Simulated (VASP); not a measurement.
Here is a VASP 6.6.1 calculation.

Contents of INCAR:

```
SYSTEM = LaAgS2
  PREC = Accurate
  ENCUT = 600
  EDIFF = 1E-6
  ISMEAR = -1
  SIGMA = 0.02
  LREAL = .False.
  LASPH = .True.
  NELM = 80
  ALGO = Normal
  ISIF = 3
  LWAVE = .False.
  LCHARG = .False.
  GGA = PE
  IBRION = 2
  NSW = 80
  EDIFFG = -0.005
```

The input KPOINTS:

```
regular mesh
0
Gamma
  6 6 4
  0 0 0
```

The input POSCAR:

```
LaAgS2
1.0
    4.1070748821      0.0000000000      0.0000000000
    0.0000000000      4.1070748821      0.0000000000
    0.0000000000      0.0000000000      5.8082810000
Ag S La
1 2 1
Direct
    0.0000000000      0.0000000000      0.0000000000
    0.0000000000      0.0000000000      0.5000000000
    0.5000000000      0.5000000000      0.0000000000
    0.5000000000      0.5000000000      0.5000000000
```

Potentials or basis: VASP PAW PBE potentials, release 64 (Ag, S, La).

Launch:

```console
$ cat potpaw_PBE.64/Ag/POTCAR potpaw_PBE.64/S/POTCAR potpaw_PBE.64/La/POTCAR > POTCAR
$ mpirun -np 1 vasp_std > vasp.out
```

Estimate the relaxed volume.

23.92 Å³/atom.

Estimate the relaxed cell.

a = 4.130 Å, b = 4.130 Å, c = 5.609 Å, α = 90.00°, β = 90.00°, γ = 90.00°.

The path:
```
step  energy change (eV)  largest force (eV/Å)  pressure (GPa)  volume (Å³)
   1              0.0000                0.0000           -1.70        97.97
   2             -0.0324                0.0000            0.88        94.31
   3             -0.0327                0.0000            0.61        94.66
   4             -0.0393                0.0000            0.18        95.35
   5             -0.0398                0.0000            0.05        95.58
   6             -0.0398                0.0000            0.05        95.59
   7             -0.0397                0.0000            0.03        95.63
   8             -0.0398                0.0000           -0.02        95.71
   9             -0.0398                0.0000           -0.03        95.70
  10             -0.0398                0.0000           -0.02        95.68
```
